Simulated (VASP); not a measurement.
# NiO (Fm-3m) in VASP: settings compared

NiO is run at these levels: BLYP+D3(BJ), BLYP+D4, r2SCAN+D4, LDA; tasks: single point.

Program: VASP 6.6.1. These are calculated values, not measurements. Logs are shortened: lines on timing, memory, paths and dates and some standing lists are left out, and cuts for length are marked.

## (1) The cell of the first run

The structure is cubic, space group Fm-3m (No. 225). Conventional cell: a = 4.115 Å, b = 4.115 Å, c = 4.115 Å, α = 90.00°, β = 90.00°, γ = 90.00°. Within 2.7 Å of Ni (site symmetry m-3m) lie 6 O at 2.06 Å. O (site symmetry m-3m) has 6 Ni at 2.06 Å within 2.7 Å.

## (2) Single point, BLYP+D3(BJ), collinear spin, ferromagnetic start

The input, INCAR:

```
  PREC = Accurate
  ENCUT = 700
  EDIFF = 1E-6
  ISMEAR = -1
  SIGMA = 0.05
  LREAL = False
  LASPH = True
  NELM = 200
  ALGO = Normal
  ISIF = 2
  LWAVE = False
  LCHARG = True
  ISPIN = 2
  MAGMOM = 1 0
  LORBIT = 11
  LMAXMIX = 4
  GGA = B5
  ALDAX = 1.0
  AGGAX = 1.0
  AGGAC = 1.0
  ALDAC = 0.0
  IVDW = 12
  VDW_S6 = 1.0
  VDW_S8 = 2.6996
  VDW_A1 = 0.4298
  VDW_A2 = 4.2359
  LELF = True
  LVHAR = True
  NBANDS = 23
  GGA_COMPAT = False
```

The input, KPOINTS:

```
Automatic mesh
0
Gamma
  11 11 11
```

The input, POSCAR:

```
NiO
1.0
    0.0000000000      2.0577103256      2.0577103256
    2.0577103256      0.0000000000      2.0577103256
    2.0577103256      2.0577103256      0.0000000000
Ni O
1 1
Direct
    0.0000000000      0.0000000000      0.0000000000
    0.5000000000      0.5000000000      0.5000000000
```

Potentials or basis: VASP PAW PBE potentials, release 64 (Ni_sv_GW, O).

Started as:

```bash
> cat potpaw_PBE.64/Ni_sv_GW/POTCAR potpaw_PBE.64/O/POTCAR > POTCAR
> mpirun -np 1 vasp_std > vasp.out
```

OUTCAR:

```text
PREC = Accurate
   ENCUT = 700
   EDIFF = 1E-6
   ISMEAR = -1
   LREAL = False
   LASPH = True
   NELM = 200
   ISIF = 2
   ISPIN = 2
   LORBIT = 11
   GGA = B5
   IVDW = 12
 IVDW          = 12

 ion  position               nearest neighbor table
   1  0.000  0.000  0.000-   2 2.06   2 2.06   2 2.06   2 2.06   2 2.06   2 2.06
   2  0.500  0.500  0.500-   1 2.06   1 2.06   1 2.06   1 2.06   1 2.06   1 2.06

  LATTYP: Found a face centered cubic cell.
 ALAT       =     4.1154206512

  Lattice vectors:

 A1 = (   0.0000000000,   2.0577103256,   2.0577103256)
 A2 = (   2.0577103256,   0.0000000000,   2.0577103256)
 A3 = (   2.0577103256,   2.0577103256,   0.0000000000)

Analysis of symmetry for initial positions (statically):
=====================================================================
 Subroutine PRICEL returns:
 Original cell was already a primitive cell.

 Routine SETGRP: Setting up the symmetry group for a
 face centered cubic supercell.

 Subroutine GETGRP returns: Found 48 space group operations
 (whereof 48 operations were pure point group operations)
 out of a pool of 48 trial point group operations.

The static configuration has the point symmetry O_h .

Analysis of symmetry for dynamics (positions and initial velocities):
=====================================================================
 Subroutine PRICEL returns:
 Original cell was already a primitive cell.

 Routine SETGRP: Setting up the symmetry group for a
 face centered cubic supercell.

 Subroutine GETGRP returns: Found 48 space group operations
 (whereof 48 operations were pure point group operations)
 out of a pool of 48 trial point group operations.

The dynamic configuration has the point symmetry O_h .

Analysis of structural, dynamic, and magnetic symmetry:
=====================================================================
 Subroutine PRICEL returns:
 Original cell was already a primitive cell.

 Routine SETGRP: Setting up the symmetry group for a
 face centered cubic supercell.

 Subroutine GETGRP returns: Found 48 space group operations
 (whereof 48 operations were pure point group operations)
 out of a pool of 48 trial point group operations.

The overall configuration has the point symmetry O_h .

 Subroutine INISYM returns: Found 48 space group operations
 (whereof 48 operations are pure point group operations),
 and found     1 'primitive' translations

----------------------------------------------------------------------------------------

                                     Primitive cell

  volume of cell :      17.4254

  direct lattice vectors                    reciprocal lattice vectors
     0.000000000  2.057710326  2.057710326    -0.242988527  0.242988527  0.242988527
     2.057710326  0.000000000  2.057710326     0.242988527 -0.242988527  0.242988527
     2.057710326  2.057710326  0.000000000     0.242988527  0.242988527 -0.242988527

  length of vectors
     2.910041850  2.910041850  2.910041850     0.420868474  0.420868474  0.420868474

  position of ions in fractional coordinates (direct lattice)
     0.000000000  0.000000000  0.000000000
     0.500000000  0.500000000  0.500000000

  ion indices of the primitive-cell ions
   primitive index   ion index
                 1           1
                 2           2

----------------------------------------------------------------------------------------

 KPOINTS: Automatic mesh

Automatic generation of k-mesh.
 Grid dimensions read from file:
 generate k-points for:   11   11   11

 Generating k-lattice:

  Cartesian coordinates                     Fractional coordinates (reciprocal lattice)
    -0.022089866  0.022089866  0.022089866     0.090909091  0.000000000  0.000000000
     0.022089866 -0.022089866  0.022089866     0.000000000  0.090909091  0.000000000
     0.022089866  0.022089866 -0.022089866     0.000000000  0.000000000  0.090909091

  Length of vectors
     0.038260770  0.038260770  0.038260770

  Shift w.r.t. Gamma in fractional coordinates (k-lattice)
     0.000000000  0.000000000  0.000000000

 Subroutine IBZKPT returns following result:
 ===========================================

 Found     56 irreducible k-points:

 Following reciprocal coordinates:
            Coordinates               Weight
  0.000000  0.000000  0.000000      1.000000
  0.090909  0.000000  0.000000      8.000000
  0.181818  0.000000  0.000000      8.000000
  0.272727  0.000000  0.000000      8.000000
  0.363636  0.000000  0.000000      8.000000
  0.454545  0.000000  0.000000      8.000000
[... 16 lines left out ...]
 -0.272727  0.181818  0.000000     24.000000
 -0.181818  0.181818  0.000000     12.000000
 [... further k-points ...]
   k-points           NKPTS =     56   k-points in BZ     NKDIM =     56   number of bands    NBANDS=     23
   number of dos      NEDOS =    301   number of ions     NIONS =      2
   total plane-waves  NPLWV =  21952
   dimension x,y,z NGX =    28 NGY =   28 NGZ =   28
   dimension x,y,z NGXF=    56 NGYF=   56 NGZF=   56
   ions per type =               1   1
   NGX,Y,Z   is equivalent  to a cutoff of  16.00, 16.00, 16.00 a.u.
   NGXF,Y,Z  is equivalent  to a cutoff of  31.99, 31.99, 31.99 a.u.
 SYSTEM =  unknown system
   PREC   = accura    normal or accurate (medium, high low for compatibility)
   ISTART =      0    job   : 0-new  1-cont  2-samecut
   ICHARG =      2    charge: 1-file 2-atom 10-const
   ISPIN  =      2    spin polarized calculation?
   LNONCOLLINEAR =      F non collinear calculations
   LSORBIT =      F    spin-orbit coupling
   LASPH  =      T    aspherical Exc in radial PAW
   ENCUT  =  700.0 eV  51.45 Ry    7.17 a.u.   6.28  6.28  6.28*2*pi/ulx,y,z
   NELM   =    200;   NELMIN=  2; NELMDL= -5     # of ELM steps
   EDIFF  = 0.1E-05   stopping-criterion for ELM
   LREAL  =      F    real-space projection
   EDIFFG = 0.1E-04   stopping-criterion for IOM
   NSW    =      0    number of steps for IOM
   IBRION =     -1    ionic relax: 0-MD 1-quasi-New 2-CG
   NFREE  =      0    steps in history (QN), initial steepest desc. (CG)
   ISIF   =      2    stress and relaxation
   ISYM   =      2    0-nonsym 1-usesym 2-fastsym
   POTIM  = 0.5000    time-step for ionic-motion
   TEBEG  =    0.0;   TEEND  =   0.0 temperature during run
   PSTRESS=    0.0 pullay stress
   NELECT =      24.0000    total number of electrons
   NUPDOWN=      -1.0000    fix difference up-down
   EMIN   =  10.00;   EMAX   =-10.00  energy-range for DOS
   EFERMI =   0.00;   METHOD = LEGACY
   ISMEAR =    -1;   SIGMA  =   0.05  broadening in eV -4-tet -1-fermi 0-gaus
   EFERMI_NEDOS =   21; number of points for ismear=-14 and -15
   IALGO  =     38    algorithm
   IMIX   =      4    mixing-type and parameters
     AMIX     =   0.40;   BMIX     =  1.00
     AMIX_MAG =   1.60;   BMIX_MAG =  1.00
  volume/ion in A,a.u.               =       8.71        58.80
  Fermi-wavevector in a.u.,A,eV,Ry     =   1.821452  3.442045 45.139866  3.317687
  Thomas-Fermi vector in A             =   2.877814
   LORBIT       =     11    0 simple, 1 ext, 2 COOP (PROOUT), +10 PAW based schemes
   GGA     = B5    functional components
   LHFCALC =     F    Hartree Fock is set to
   AEXX    =    0.0000 exact exchange contribution
   IVDW    =    12    specifies the selected vdW correction
   LEPSILON=     F    determine dielectric tensor
   LRPA    =     F    only Hartree local field effects (RPA)
 spin polarized calculation
  energy-cutoff  :      700.00
  volume of cell :       17.43
 maximum number of plane-waves:       751
 NGX is ok and might be reduce to    28
   NGX = 13   NGY = 13   NGZ = 13

 number of electron      24.0000010 magnetization       1.5373164

 Free energy of the ion-electron system (eV)
  ---------------------------------------------------
  ext. energy  EPLUGINS =         0.00000000
  ---------------------------------------------------
  free energy    TOTEN  =       -11.48133663 eV

  energy without entropy =      -11.46980451  energy(sigma->0) =      -11.47557057

 E-fermi :   8.0476     XC(G=0): -12.7562

 val. band max:        8.0463917701   @ k =   0.4545   0.0909   0.0000
 cond. band min:       8.0578521897   @ k =  -0.1818   0.2727   0.0909
 fundamental gap:      0.0114604196
 Fermi energy:         8.0475657545

 spin component 1

 k-point     1 :       0.0000    0.0000    0.0000
  band No.  band energies     occupation
      1     -95.8577      1.00000
      2     -56.5026      1.00000
      3     -56.5026      1.00000
      4     -56.5026      1.00000
      5     -12.7730      1.00000
      6       4.7059      1.00000
[... 15 lines left out ...]
     22      34.4866      0.00000
     23      34.4866      0.00000

 k-point     2 :       0.0909    0.0000    0.0000
  band No.  band energies     occupation
      1     -95.8575      1.00000
      2     -56.5057      1.00000
      3     -56.5031      1.00000
      4     -56.5031      1.00000
      5     -12.6728      1.00000
      6       3.9101      1.00000
[... 15 lines left out ...]
     22      35.9267      0.00000
     23      35.9267      0.00000

 k-point     3 :       0.1818    0.0000    0.0000
  band No.  band energies     occupation
      1     -95.8566      1.00000
      2     -56.5135      1.00000
      3     -56.5041      1.00000
      4     -56.5041      1.00000
      5     -12.3921      1.00000
      6       2.5609      1.00000
[... 15 lines left out ...]
     22      38.3693      0.00000
     23      38.3693      0.00000
[... 495 lines left out ...]
 k-point    23 :      -0.2727    0.1818    0.0000
  band No.  band energies     occupation
      1     -95.8547      1.00000
      2     -56.5298      1.00000
      3     -56.5148      1.00000
      4     -56.5070      1.00000
      5     -11.5538      1.00000
      6       0.4392      1.00000
[... 15 lines left out ...]
     22      39.6921      0.00000
     23      40.9780      0.00000

 k-point    24 :      -0.1818    0.1818    0.0000
  band No.  band energies     occupation
      1     -95.8554      1.00000
      2     -56.5233      1.00000
      3     -56.5115      1.00000
      4     -56.5053      1.00000
      5     -11.8908      1.00000
      6       1.0757      1.00000
[... 15 lines left out ...]
     22      39.7016      0.00000
     23      40.9253      0.00000

 [... further k-points ...]

 spin component 2

 k-point     1 :       0.0000    0.0000    0.0000
  band No.  band energies     occupation
      1     -94.2512      1.00000
      2     -54.9459      1.00000
      3     -54.9459      1.00000
      4     -54.9459      1.00000
      5     -12.4076      1.00000
      6       5.1319      1.00000
[... 15 lines left out ...]
     22      35.0784      0.00000
     23      35.0784      0.00000

 k-point     2 :       0.0909    0.0000    0.0000
  band No.  band energies     occupation
      1     -94.2510      1.00000
      2     -54.9492      1.00000
      3     -54.9463      1.00000
      4     -54.9463      1.00000
      5     -12.3049      1.00000
      6       4.3431      1.00000
[... 15 lines left out ...]
     22      36.4894      0.00000
     23      36.4894      0.00000

 k-point     3 :       0.1818    0.0000    0.0000
  band No.  band energies     occupation
      1     -94.2500      1.00000
      2     -54.9578      1.00000
      3     -54.9475      1.00000
      4     -54.9475      1.00000
      5     -12.0168      1.00000
      6       2.9539      1.00000
[... 15 lines left out ...]
     22      38.9215      0.00000
     23      38.9215      0.00000
[... 495 lines left out ...]
 k-point    23 :      -0.2727    0.1818    0.0000
  band No.  band energies     occupation
      1     -94.2480      1.00000
      2     -54.9755      1.00000
      3     -54.9591      1.00000
      4     -54.9506      1.00000
      5     -11.1483      1.00000
      6       0.8584      1.00000
[... 15 lines left out ...]
     22      40.0478      0.00000
     23      41.4437      0.00000

 k-point    24 :      -0.1818    0.1818    0.0000
  band No.  band energies     occupation
      1     -94.2488      1.00000
      2     -54.9685      1.00000
      3     -54.9555      1.00000
      4     -54.9487      1.00000
      5     -11.4987      1.00000
      6       1.5502      1.00000
[... 15 lines left out ...]
     22      40.0257      0.00000
     23      41.0238      0.00000

 [... further k-points ...]

------------------------ aborting loop because EDIFF is reached ----------------------------------------

 Edisp (eV)   -1.16968

 E8    (eV) :    -0.8042

  FORCE on cell =-STRESS in cart. coord.  units (eV):
  Direction    XX          YY          ZZ          XY          YZ          ZX
  --------------------------------------------------------------------------------------
  -------------------------------------------------------------------------------------
  Total       1.82880     1.82880     1.82880     0.00000     0.00000     0.00000
  in kB     168.14872   168.14872   168.14872     0.00000     0.00000     0.00000
  external pressure =      168.15 kB  Pullay stress =        0.00 kB

 VOLUME and BASIS-vectors are now :
 -----------------------------------------------------------------------------
  energy-cutoff  :      700.00
  volume of cell :       17.43
      direct lattice vectors                 reciprocal lattice vectors
     0.000000000  2.057710326  2.057710326    -0.242988527  0.242988527  0.242988527
     2.057710326  0.000000000  2.057710326     0.242988527 -0.242988527  0.242988527
     2.057710326  2.057710326  0.000000000     0.242988527  0.242988527 -0.242988527

 POSITION                                       TOTAL-FORCE (eV/Angst)
 -----------------------------------------------------------------------------------
      0.00000      0.00000      0.00000         0.000000     -0.000000      0.000000
      2.05771      2.05771      2.05771        -0.000000      0.000000     -0.000000
 -----------------------------------------------------------------------------------
    total drift:                                0.000000      0.000000      0.000000

  FREE ENERGIE OF THE ION-ELECTRON SYSTEM (eV)
  ---------------------------------------------------
  free  energy   TOTEN  =       -12.6510164211 eV

  energy  without entropy=      -12.6394843032  energy(sigma->0) =      -12.64525036

 total charge

# of ion       s       p       d       f       tot
--------------------------------------------------
    1        2.155   6.231   7.836   0.011  16.233
    2        1.548   3.467   0.000   0.000   5.015
--------------------------------------------------
tot          3.704   9.698   7.836   0.011  21.248

 magnetization (x)

# of ion       s       p       d       f       tot
--------------------------------------------------
    1        0.008   0.011   1.259   0.001   1.279
    2        0.028   0.198   0.000   0.000   0.226
--------------------------------------------------
tot          0.036   0.209   1.259   0.001   1.505
```

Run time: 68 s. Hardware: 1 thread of AMD EPYC 9R45 (Zen 5), shared host; peak memory 0.21 GiB.

Results:

```yaml
Free_energy: -12.6510 eV
Pressure: 16.8 GPa
Net_moment: 1.54 μB per cell
Site_moments: Ni +1.28; O +0.23 μB
Valence_electrons_inside_the_program's_atomic_spheres: Ni 16.23; O 5.01
Dispersion_energy_per_atom: -0.585 eV
```

Levels at points of the mesh, in eV from the Fermi level:
Spin up:
```tsv
k point	band 9	band 10	band 11	band 12	band 13	band 14	band 15	band 16	band 17	band 18
(0.00, 0.00, 0.00)	-3.06	-3.06	-2.77	-2.77	-2.77	1.93	18.50	19.39	19.39	19.39
```
Spin down:
```csv
k point,band 9,band 10,band 11,band 12,band 13,band 14
"(0.00, 0.00, 0.00)",-2.09,-2.09,-2.09,-0.84,-0.84,2.23
```

Caveat: the cell stands under pressure; the PAW data sets were made with another functional, which shifts forces and pressure a little; a cell with one magnetic atom can't hold antiferromagnetic order, which such compounds often take; semilocal functionals often make such compounds metallic where correlation or magnetic order opens a gap, which also shifts bond lengths. With open d or f shells a metallic result of BLYP can be an artefact of self-interaction; +U or a hybrid may open a gap.

## (3) Single point, BLYP+D4, collinear spin, ferromagnetic start

This run uses another cell than the first one, of 8.53 Å³/atom.

The input, INCAR:

```
SYSTEM = NiO
PREC     = Accurate       ! precision mode
ENCUT    = 700            ! plane-wave cutoff, eV
EDIFF    = 1E-6           ! SCF threshold, eV
ISMEAR   = -1             ! smearing method
SIGMA    = 0.05           ! smearing width, eV
LREAL    = .FALSE.        ! projectors in reciprocal space
LASPH    = .TRUE.         ! aspherical terms in the spheres
NELM     = 200            ! most SCF steps
ALGO     = Normal         ! electronic algorithm
ISIF     = 2              ! what is computed and relaxed
LWAVE    = .FALSE.        ! write WAVECAR
LCHARG   = .TRUE.         ! write CHGCAR
ISPIN    = 2              ! spin polarisation
MAGMOM   = 1 0            ! initial moments
LORBIT   = 11             ! projections on sites
LMAXMIX  = 4              ! l up to which the mixer works
GGA      = B5             ! functional
ALDAX    = 1.0          
AGGAX    = 1.0          
AGGAC    = 1.0          
ALDAC    = 0.0          
IVDW     = 13             ! dispersion correction
VDW_S6   = 1.0          
VDW_S8   = 2.34076671   
VDW_A1   = 0.44488865   
VDW_A2   = 4.0933009    
LELF     = .TRUE.         ! ELF
LVHAR    = .TRUE.       
NBANDS   = 23             ! bands
GGA_COMPAT= .FALSE.
```

The input, KPOINTS:

```
Automatic mesh
0
G
  11 11 11
  0 0 0
```

The input, POSCAR:

```
NiO
1.0
    0.0000000000      2.0433202721      2.0433202721
    2.0433202721      0.0000000000      2.0433202721
    2.0433202721      2.0433202721      0.0000000000
Ni O
1 1
Direct
    0.0000000000      0.0000000000      0.0000000000
    0.5000000000      0.5000000000      0.5000000000
```

Potentials or basis: VASP PAW PBE potentials, release 64 (Ni_sv_GW, O).

Started as:

```bash
> cat potpaw_PBE.64/Ni_sv_GW/POTCAR potpaw_PBE.64/O/POTCAR > POTCAR
> mpirun -np 1 vasp_std > vasp.out
```

Wall time 73 s (1 thread of Intel Xeon Platinum 8488C (Sapphire Rapids), shared host); peak memory 0.23 GiB.

The run converged. Its results:

| Item | Value |
| --- | --- |
| Free energy | -12.6720 eV |
| Pressure | 19.5 GPa |
| Net moment | 1.46 μB per cell |
| Site moments | Ni +1.22; O +0.21 μB |
| Valence electrons inside the program's atomic spheres | Ni 16.26; O 5.03 |
| Dispersion energy per atom | -0.625 eV |

Levels at points of the mesh, in eV from the Fermi level:
Spin up:
| k point | band 11 | band 12 | band 13 | band 14 | band 15 | band 16 |
| --- | --- | --- | --- | --- | --- | --- |
| (0.00, 0.00, 0.00) | -2.83 | -2.83 | -2.83 | 2.02 | 18.53 | 19.52 |
Spin down:
```tsv
k point	band 8	band 9	band 10	band 11	band 12	band 13	band 14	band 15
(0.00, 0.00, 0.00)	-3.08	-2.17	-2.17	-2.17	-0.95	-0.95	2.32	18.50
```

Caveat: the cell stands under pressure; the PAW data sets were made with another functional, which shifts forces and pressure a little; a cell with one magnetic atom can't hold antiferromagnetic order, which such compounds often take; semilocal functionals often make such compounds metallic where correlation or magnetic order opens a gap, which also shifts bond lengths.

(Continued in part 2 of 2.)
